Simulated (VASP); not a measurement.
Set up this calculation in VASP 6.6.1, as the native input.

```
Task                   : relaxation of the atoms
Functional             : PBE
Potentials or basis    : VASP PAW PBE potentials, release 64 (C, O, H)
Cutoff                 : 520 eV
k mesh                 : 1 × 1 × 1
Occupations            : gaussian, width 0.005 eV
Spin                   : no spin polarisation
Dipole correction      : no
Further INCAR settings : ALGO = Normal; EDIFF = 1e-07; ISYM = 0; IBRION = 2; EDIFFG = -0.01; NSW = 100
```

The structure of COH4 lies in POSCAR:

```
H4CO
1.0
   14.0000000000      0.0000000000      0.0000000000
    0.0000000000     14.5000000000      0.0000000000
    0.0000000000      0.0000000000     15.0000000000
C O H
1 1 4
Direct
    0.4605266889      0.4842941135      0.4802471134
    0.5494967888      0.4562889341      0.4524670577
    0.4525716274      0.4766652276      0.5541831080
    0.4045571419      0.4423966972      0.4458168920
    0.4475721611      0.5576033028      0.4619731533
    0.5954428581      0.4962163611      0.4849295411
```

The input as run:

INCAR

```
PREC = Accurate
ENCUT = 520
EDIFF = 1E-7
ISMEAR = 0
SIGMA = 0.005
LREAL = False
LASPH = True
NELM = 100
ALGO = Normal
ISIF = 2
LWAVE = False
LCHARG = False
GGA = PE
IBRION = 2
NSW = 100
EDIFFG = -0.01
ISYM = 0
```

KPOINTS

```
regular mesh
0
Gamma
  1 1 1
```

Potentials or basis: VASP PAW PBE potentials, release 64 (C, O, H).

The run is started by

```console
$ cat potpaw_PBE.64/C/POTCAR potpaw_PBE.64/O/POTCAR potpaw_PBE.64/H/POTCAR > POTCAR
$ mpirun -np 1 vasp_gam > vasp.out
```

Results of the run:

```json
{
 "Energy gained by relaxing": "16.6 meV/atom",
 "Ionic steps": "22",
 "Largest force after relaxing": "0.007 eV/Å",
 "Gap between the frontier levels": "5.58 eV"
}
```

It took 50 min on 1 thread of Intel(R) Xeon(R) Platinum 8259CL CPU @ 2.50GHz (Skylake/Cascade Lake) (shared host), peak memory 1.9 GiB.
